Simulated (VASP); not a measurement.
Wanted: the native input for a VASP 6.6.1 run.

| Item | Value |
| --- | --- |
| Task | relaxation of cell and atoms |
| Functional | PBE |
| Potentials or basis | VASP PAW PBE potentials, release 64 (Pt) |
| Cutoff | 600 eV |
| k mesh | 12 × 12 × 10 |
| Occupations | gaussian, width 0.1 eV |
| Spin | no spin polarisation |
| Dipole correction | no |
| Further INCAR settings | ALGO = Normal; EDIFF = 1e-06; IBRION = 2; EDIFFG = -0.01; NSW = 100; ISIF = 3 |

The structure of Pt lies in POSCAR:

```
Pt
1.0
    4.3593761313      0.0000000000      0.0000000000
   -2.1796880657      3.7753304744      0.0000000000
    0.0000000000      0.0000000000      5.0479466427
Pt
4
Direct
    0.0000000000      0.0000000000      0.2500000000
    0.0000000000      0.0000000000      0.7500000000
    0.3333333333      0.6666666667      0.7500000000
    0.6666666667      0.3333333333      0.2500000000
```

The input as run:

INCAR

```
SYSTEM = Pt
PREC     = Accurate       ! precision mode
ENCUT    = 600            ! plane-wave cutoff, eV
EDIFF    = 1E-6           ! SCF threshold, eV
ISMEAR   = 0              ! smearing method
SIGMA    = 0.1            ! smearing width, eV
LREAL    = .FALSE.        ! projectors in reciprocal space
LASPH    = .TRUE.         ! aspherical terms in the spheres
NELM     = 100            ! most SCF steps
ALGO     = Normal         ! electronic algorithm
ISIF     = 3              ! what is computed and relaxed
LWAVE    = .FALSE.        ! write WAVECAR
LCHARG   = .FALSE.        ! write CHGCAR
GGA      = PE             ! functional
IBRION   = 2              ! ionic algorithm
NSW      = 100            ! ionic steps
EDIFFG   = -0.01          ! ionic threshold
```

KPOINTS

```
Automatic mesh
0
G
  12 12 10
  0 0 0
```

Potentials or basis: VASP PAW PBE potentials, release 64 (Pt).

Command:

```sh
$ cat potpaw_PBE.64/Pt/POTCAR > POTCAR
$ mpirun -np 1 vasp_std > vasp.out
```

It gave:

* Relaxed volume: 20.73 Å³/atom
* Relaxed cell: a = 4.357 Å, b = 4.357 Å, c = 5.044 Å, α = 90.00°, β = 90.00°, γ = 120.00°
* Space group after relaxing (to 0.05 Å): P6_3/mmc (No. 194)
* Energy gained by relaxing: 0.0 meV/atom
* Ionic steps: 3
* Pressure after relaxing: 0.0 GPa
* Band gap on the k mesh: zero (band 20 reaches 7.14 eV, above the bottom of band 21 at 5.56 eV)

Caveat: spin-orbit coupling is left out, which moves the levels of the heavy elements.

Wall time 3.2 min on 1 thread of Intel(R) Xeon(R) Platinum 8559C (Emerald Rapids), on a shared host, peak memory 0.37 GiB.
